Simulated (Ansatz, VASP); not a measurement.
## One calculation of Co, two programs

The input INCAR:

```
PREC = Accurate
ENCUT = 520
EDIFF = 1E-7
ISMEAR = -1
SIGMA = 0.1
LREAL = False
LASPH = True
NELM = 150
ALGO = Normal
ISIF = 2
LWAVE = False
LCHARG = False
ISPIN = 2
MAGMOM = 3 0
LORBIT = 11
LMAXMIX = 4
GGA = PE
NBANDS = 20
```

File KPOINTS:

```
regular mesh
0
Gamma
  13 13 7
```

Contents of POSCAR:

```
Co
1.0
    2.5270016500      0.0000000000      0.0000000000
   -1.2635008200      2.1884476200      0.0000000000
    0.0000000000      0.0000000000      4.1190000000
Co
2
Direct
    0.3333333300      0.6666666700      0.2500000000
    0.6666666700      0.3333333300      0.7500000000
```

Input for Ansatz:

```yaml
crystal:
  lattice:
    - [2.52700165, 0.0, 0.0]
    - [-1.26350082, 2.18844762, 0.0]
    - [0.0, 0.0, 4.119]
  atoms:
    - { symbol: Co, position: [0.33333333, 0.66666667, 0.25], spin: 3.0 }
    - { symbol: Co, position: [0.66666667, 0.33333333, 0.75] }
magnetization:
  spin_polarized: true
hamiltonian:
  xc: pbe
  pseudopotentials: { kind: paw }
basis:
  ecutwfc: 420
kpoints:
  mp_grid: { grid: [13, 13, 7] }
scf:
  occupations: { method: fermi_dirac, width: 0.1 }
  lower_state_search: "off"
output:
  forces: true
  stress: true
```

Alike in both runs: task single point; functional PBE; k mesh 13 × 13 × 7; occupations fermi-dirac, width 0.1 eV; collinear spin.

|  | VASP | Ansatz |
| --- | --- | --- |
| version | VASP 6.6.1 | Ansatz 0.2.0 |
| potentials or method | VASP PAW PBE potentials, release 64 (Co), cutoff 520 eV | PAW, plane waves, scalar-relativistic |
| valence electrons in the cell | 18 | 34 |

|  | VASP | Ansatz | Ansatz less VASP |
| --- | --- | --- | --- |
| pressure (GPa) | -9.5 | -9.0 | +0.44 |
| traceless stress, the component that is largest in VASP (GPa) | -0.82 | -0.72 | +0.102 |
| net moment per atom (μB) | 1.63 | 1.64 | +0.008 |
| size of the moment on the site where the two differ most (μB) | 1.66 | 1.72 | +0.059 |

Site moments also hang on the region over which each program counts them. VASP's potentials hold 18 valence electrons a cell and Ansatz's 34, so a difference there can come from the potentials and not from the codes.
